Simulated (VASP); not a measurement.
## Be: single point with PBE

Be:

```
Be
1.0
    -1.24469    1.24469    1.24469
     1.24469   -1.24469    1.24469
     1.24469    1.24469   -1.24469
Be
1
Direct
  0.00000 0.00000 0.00000
```

* Program: VASP 6.6.1
* Task: single point
* Functional: PBE
* Potentials or basis: VASP PAW PBE potentials, release 64 (Be)
* Cutoff: 520 eV
* k mesh: 13 × 13 × 13
* Occupations: fermi-dirac, width 0.1 eV
* Spin: no spin polarisation
* Dipole correction: no
* Further INCAR settings: ALGO = Normal; EDIFF = 1e-06; NBANDS = 7

```json
{
 "Pressure": "1.9 GPa",
 "Band gap on the k mesh": "zero (band 1 reaches 10.95 eV, above the bottom of band 2 at 6.92 eV)"
}
```

Levels at points of the mesh, in eV from the Fermi level:
```csv
k point,band 1,band 2,band 3,band 4,band 5,band 6
"(0.00, 0.00, 0.00)",-12.37,19.65,19.65,19.65,31.09,31.09
```

It took 2.8 s on 1 thread of AMD EPYC 7R43 64-Core Processor (Zen 3) (shared host), peak memory 0.07 GiB.
